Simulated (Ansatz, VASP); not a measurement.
**One calculation of Ti3SbP, two programs**

```xyz
5
Lattice="4.3622 0.0000 0.0000 0.0000 4.3622 0.0000 0.0000 0.0000 4.3622" Properties=species:S:1:pos:R:3 pbc="T T T"
Ti    0.0000    2.1811    2.1811
Ti    2.1811    0.0000    2.1811
Ti    2.1811    2.1811    0.0000
Sb    0.0000    0.0000    0.0000
P     2.1811    2.1811    2.1811
```

Change from the starting cell: species swapped into the GdBPd3 type (Pm-3m, No. 221).

Alike in both runs: task relaxation of cell and atoms; functional PBE; k mesh 4 × 4 × 4; occupations gaussian, width 0.1 eV; no spin polarisation.

|  | VASP | Ansatz |
| --- | --- | --- |
| version | VASP 6.6.1 | Ansatz 0.2.0 |
| potentials or method | VASP PAW PBE potentials, release 64 (Ti_sv, Sb, P), cutoff 600 eV | scalar-relativistic, plane waves, PAW |
| valence electrons in the cell | 46 | 56 |

|  | VASP | Ansatz | Ansatz less VASP |
| --- | --- | --- | --- |
| gap on the k mesh at the Fermi level, each at its own relaxed structure (eV) | none | none | - |
| relaxed volume (Å³/atom) | 19.22 | 19.11 | -0.103 |
| relaxed length of the cell vector where the two differ most in proportion (Å) | 4.580 | 4.572 | -0.0082 |

A gap of «none» marks a metal or a gap that the smearing closes. VASP's potentials hold 46 valence electrons a cell and Ansatz's 56, so a difference there can come from the potentials and not from the codes.

The k mesh is coarse, so the values compare programs but aren't converged. Neither program's run includes spin-orbit coupling. Noted on VASP's run: the volume moved by over 15 % at a fixed basis, so the end points are rough.
